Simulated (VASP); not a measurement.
# KCl (Pm-3m) in VASP: a series of runs, part 2 of 2

VASP 6.6.1.

## (6) Single point, HSE06

This run uses another cell than the first one, of 27.16 Å³/atom.

POSCAR reads:

```
KCl
1.0
    3.7873086124      0.0000000000      0.0000000000
    0.0000000000      3.7873086124      0.0000000000
    0.0000000000      0.0000000000      3.7873086124
K Cl
1 1
Direct
    0.0000000000      0.0000000000      0.0000000000
    0.5000000000      0.5000000000      0.5000000000
```

INCAR.step1 reads:

```
SYSTEM = KCl
PREC     = Accurate       ! precision mode
ENCUT    = 520            ! plane-wave cutoff, eV
EDIFF    = 1E-5           ! SCF threshold, eV
ISMEAR   = -1             ! smearing method
SIGMA    = 0.05           ! smearing width, eV
LREAL    = .False.        ! projectors in reciprocal space
LASPH    = .True.         ! aspherical terms in the spheres
NELM     = 60             ! most SCF steps
ALGO     = Normal         ! electronic algorithm
ISIF     = 2              ! what is computed and relaxed
LWAVE    = .True.         ! write WAVECAR
GGA      = PE             ! functional
NBANDS   = 15             ! bands
```

INCAR.step2 reads:

```
SYSTEM = KCl
PREC     = Accurate       ! precision mode
ENCUT    = 520            ! plane-wave cutoff, eV
EDIFF    = 1E-6           ! SCF threshold, eV
ISMEAR   = -1             ! smearing method
SIGMA    = 0.05           ! smearing width, eV
LREAL    = .False.        ! projectors in reciprocal space
LASPH    = .True.         ! aspherical terms in the spheres
NELM     = 60             ! most SCF steps
ALGO     = Normal         ! electronic algorithm
ISIF     = 2              ! what is computed and relaxed
LWAVE    = .False.        ! write WAVECAR
LCHARG   = .True.         ! write CHGCAR
GGA      = PE             ! functional
LHFCALC  = .True.         ! exact exchange
HFSCREEN = 0.2079         ! screening, 1/A
PRECFOCK = Normal       
LELF     = .True.         ! ELF
LVHAR    = .True.       
ISTART   = 1            
NBANDS   = 15             ! bands
```

KPOINTS reads:

```
regular mesh
0
Gamma
  4 4 4
  0 0 0
```

Potentials or basis: VASP PAW PBE potentials, release 64 (K_sv, Cl).

Run with:

```console
$ cat potpaw_PBE.64/K_sv/POTCAR potpaw_PBE.64/Cl/POTCAR > POTCAR
$ cp INCAR.step1 INCAR
$ mpirun -np 1 vasp_std > vasp.out
$ cp INCAR.step2 INCAR
$ mpirun -np 1 vasp_std > vasp.out
```

OUTCAR:

```text
SYSTEM = KCl
   PREC = Accurate
   ENCUT = 520
   EDIFF = 1E-6
   ISMEAR = -1
   LREAL = .False.
   LASPH = .True.
   NELM = 60
   ISIF = 2
   GGA = PE
   LHFCALC = .True.
   HFSCREEN = 0.2079
   PRECFOCK = Normal
   ISTART = 1

 ion  position               nearest neighbor table
   1  0.000  0.000  0.000-
   2  0.500  0.500  0.500-

  LATTYP: Found a simple cubic cell.
 ALAT       =     3.7873086124

  Lattice vectors:

 A1 = (   3.7873086124,   0.0000000000,   0.0000000000)
 A2 = (   0.0000000000,   3.7873086124,   0.0000000000)
 A3 = (   0.0000000000,   0.0000000000,   3.7873086124)

Analysis of symmetry for initial positions (statically):
=====================================================================
 Subroutine PRICEL returns:
 Original cell was already a primitive cell.

 Routine SETGRP: Setting up the symmetry group for a
 simple cubic supercell.

 Subroutine GETGRP returns: Found 48 space group operations
 (whereof 48 operations were pure point group operations)
 out of a pool of 48 trial point group operations.

[... 165 lines left out ...]
      3     -13.7125      2.00000
      4     -13.7125      2.00000
      5     -13.7125      2.00000
      6      -1.8076      2.00000
      7      -1.8076      2.00000
      8      -1.8076      2.00000
      9       4.7231      0.00000
     10       6.3837      0.00000
     11       6.3837      0.00000
     12      11.0269      0.00000
     13      11.0269      0.00000
     14      11.0269      0.00000
[... 149 lines left out ...]
      2     -14.9292      2.00000
      3     -13.9026      2.00000
      4     -13.9026      2.00000
      5     -13.9026      2.00000
      6      -3.0760      2.00000
      7      -3.0760      2.00000
      8      -3.0760      2.00000
      9       8.7391      0.00000
     10       8.7391      0.00000
     11       8.7391      0.00000
     12      10.2700      0.00000
     13      10.2700      0.00000
     14      10.2700      0.00000
     15      12.9304      0.00000

------------------------ aborting loop because EDIFF is reached ----------------------------------------

  FORCE on cell =-STRESS in cart. coord.  units (eV):
  Direction    XX          YY          ZZ          XY          YZ          ZX
  --------------------------------------------------------------------------------------
  -------------------------------------------------------------------------------------
  Total        0.1297858      0.1297858      0.1297858     -0.0000000     -0.0000000     -0.0000000
  in kB        3.8277675      3.8277675      3.8277675     -0.0000000     -0.0000000     -0.0000000
  external PRESSURE =       3.8277675 kB  Pullay stress =       0.0000000 kB

 VOLUME and BASIS-vectors are now :
 -----------------------------------------------------------------------------
  energy-cutoff  :      520.00
  volume of cell :       54.32
      direct lattice vectors                 reciprocal lattice vectors
     3.787308612  0.000000000  0.000000000     0.264039745  0.000000000  0.000000000
     0.000000000  3.787308612  0.000000000     0.000000000  0.264039745  0.000000000
     0.000000000  0.000000000  3.787308612     0.000000000  0.000000000  0.264039745

 POSITION                                       TOTAL-FORCE (eV/Angst)
 -----------------------------------------------------------------------------------
      0.00000      0.00000      0.00000         0.000000      0.000000      0.000000
      1.89365      1.89365      1.89365         0.000000      0.000000      0.000000
 -----------------------------------------------------------------------------------
    total drift:                                0.000000      0.000000      0.000000

  FREE ENERGIE OF THE ION-ELECTRON SYSTEM (eV)
  ---------------------------------------------------
  free  energy   TOTEN  =        -7.7151309273 eV

  energy  without entropy=       -7.7151309273  energy(sigma->0) =       -7.71513093
```

Run time: 6.7 min. Hardware: 1 thread of Intel Xeon Platinum 8259CL at 2.50GHz (Skylake/Cascade Lake), shared host; peak memory 0.26 GiB.

What came out:

| Property | Result |
| --- | --- |
| Free energy | -7.7151 eV |
| Pressure | 0.4 GPa |
| Band gap on the k mesh | 6.30 eV (least direct gap 6.53 eV) |

Caveat: the PAW data sets were made with another functional, which shifts forces and pressure a little.

## (7) The runs side by side

| level | potentials or basis | cell | k mesh | cutoff (eV) | grid for exact exchange (PRECFOCK) | share of exact exchange | screening parameter | gap on the mesh (eV) | pressure (GPa) |
| --- | --- | --- | --- | --- | --- | --- | --- | --- | --- |
| PBE-based screened hybrid with 20 % exact exchange | VASP PAW PBE potentials, release 64 (K_sv, Cl) | a = 3.839 Å, 2 atoms | 4 × 4 × 4 | 520 | Normal | 0.2 | 0.2 1/Å | 5.87 | -0.4 |
| PBE-based screened hybrid with 25 % exact exchange | VASP PAW PBE potentials, release 64 (K_sv, Cl) | a = 3.839 Å, 2 atoms | 4 × 4 × 4 | 520 | Normal | 0.25 | 0.2 1/Å | 6.14 | -0.4 |
| LDA | VASP PAW LDA potentials, release 64 (K_sv, Cl) | a = 3.839 Å, 2 atoms | 7 × 7 × 7 | 500 | - | - | - | 4.39 | -3.1 |
| HSE06 | VASP PAW PBE potentials, release 64 (K_sv, Cl) | a = 3.761 Å, 2 atoms | 4 × 4 × 4 | 520 | Normal | 0.25 | 0.2079 1/Å | 6.40 | 0.9 |
| HSE06 | VASP PAW PBE potentials, release 64 (K_sv, Cl) | a = 3.787 Å, 2 atoms | 4 × 4 × 4 | 520 | Normal | 0.25 | 0.2079 1/Å | 6.30 | 0.4 |

Alike in all rows: task single point; no spin polarisation; smearing fermi-dirac 0.05 eV.

Caveats: the PAW data sets were made with another functional, which shifts forces and pressure a little (at least some runs); the cell stands under tension (at least some runs); an odd mesh through Γ misses points on the zone boundary, where band edges can lie (at least some runs).

Total energies depend on the potentials used, so only differences within one code and one set of settings carry meaning.
